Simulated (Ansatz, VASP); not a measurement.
One calculation of Te2Mo, two programs

File INCAR:

```
PREC     = Accurate       # precision mode
ENCUT    = 400            # plane-wave cutoff, eV
EDIFF    = 1E-6           # SCF threshold, eV
ISMEAR   = 0              # smearing method
SIGMA    = 0.05           # smearing width, eV
LREAL    = False          # projectors in reciprocal space
LASPH    = True           # aspherical terms in the spheres
NELM     = 120            # most SCF steps
ALGO     = Normal         # electronic algorithm
ISIF     = 2              # what is computed and relaxed
LWAVE    = False          # write WAVECAR
LCHARG   = True           # write CHGCAR
GGA      = PE             # functional
LELF     = True           # ELF
LVHAR    = True         
NBANDS   = 20             # bands
GGA_COMPAT= False        
NELMDL   = -8
```

The input KPOINTS:

```
Automatic mesh
0
Gamma
  24 24 1
```

File POSCAR:

```
Te2Mo
1.0
    3.5603917400      0.0000000000      0.0000000000
   -1.7801958700      3.0833896900      0.0000000000
    0.0000000000      0.0000000000     16.5794796400
Te Mo
2 1
Direct
    0.3333333300      0.6666666700      0.3921050500
    0.3333333300      0.6666666700      0.6078949500
    0.0000000000      0.0000000000      0.5000000000
```

Input for Ansatz:

```yaml
crystal:
  lattice:
    - [3.56039174, 0.0, 0.0]
    - [-1.78019587, 3.08338969, 0.0]
    - [0.0, 0.0, 16.57947964]
  atoms:
    - { symbol: Te, position: [0.33333333, 0.66666667, 0.39210505] }
    - { symbol: Te, position: [0.33333333, 0.66666667, 0.60789495] }
    - { symbol: Mo, position: [0.0, 0.0, 0.5] }
basis:
  ecutwfc: 420
kpoints:
  mp_grid: { grid: [24, 24, 1] }
hamiltonian:
  xc: pbe
scf:
  occupations: { method: gaussian, width: 0.05 }
output:
  forces: true
  eigenvalues: true
  eigenstates:
    nscf_kmesh: { grid: [72, 72, 1] }
    top_band: c6
    de_dk: true
    localisation: true
checkpoint:
  write: ck
  compress: false
  write_wavefunctions: false
  write_every: 100000
```

Alike in both runs: task single point; functional PBE; k mesh 24 × 24 × 1; occupations gaussian, width 0.05 eV; no spin polarisation.

```csv
,VASP,Ansatz
version,VASP 6.6.1,Ansatz 0.2.0
potentials or method,"VASP PAW PBE potentials, release 64 (Te, Mo_sv), cutoff 400 eV","scalar-relativistic, plane waves, PAW"
valence electrons in the cell,26,46
```

Ansatz gave:

- gap on the k mesh at the Fermi level (eV): 1.05
- rms of the force components (eV/Å): 0.109

**Question.** What did VASP give for the same quantities?

**Answer.** gap on the k mesh at the Fermi level (eV): 1.05; rms of the force components (eV/Å): 0.117.

Atom by atom the forces differ by 0.007 eV/Å (rms over components). With one functional, cell and mesh, what is left measures potentials, basis and numerics. VASP's potentials hold 26 valence electrons a cell and Ansatz's 46, so a difference there can come from the potentials and not from the codes.

Neither program's run includes spin-orbit coupling.
